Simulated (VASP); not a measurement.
Ti, 2 atoms in the cell. It takes space group Fd-3m (No. 227, cubic). Conventional cell: a = 5.541 Å, b = 5.541 Å, c = 5.541 Å, α = 90.00°, β = 90.00°, γ = 90.00°. Ti (site symmetry -43m) has 4 Ti at 2.40 Å within 3.2 Å. This isn't the form of Ti at room conditions, which is hcp.

| Property | Result |
| --- | --- |
| Program | VASP 6.6.1 |
| Task | single point |
| Functional | r2SCAN |
| Potentials or basis | VASP PAW PBE potentials, release 64 (Ti_sv) |
| Cutoff | 550 eV |
| k mesh | 6 × 6 × 6 |
| Occupations | fermi-dirac, width 0.1 eV |
| Spin | no spin polarisation |
| Dipole correction | no |
| Further INCAR settings | ALGO = Normal; EDIFF = 1e-06; NBANDS = 19 |

Potentials or basis: VASP PAW PBE potentials, release 64 (Ti_sv).

Launch:

```console
$ cat potpaw_PBE.64/Ti_sv/POTCAR > POTCAR
$ cp INCAR.step1 INCAR
$ mpirun -np 1 vasp_std > vasp.out
$ cp INCAR.step2 INCAR
$ mpirun -np 1 vasp_std > vasp.out
```

Hardware: 1 thread of Intel Xeon 8259CL, with other jobs on the host.

Question: How long does it take, and how much memory?

Answer: Wall time 2.7 min on 1 thread of Intel Xeon 8259CL (shared host), peak memory 0.17 GiB. Counts: k points 16.
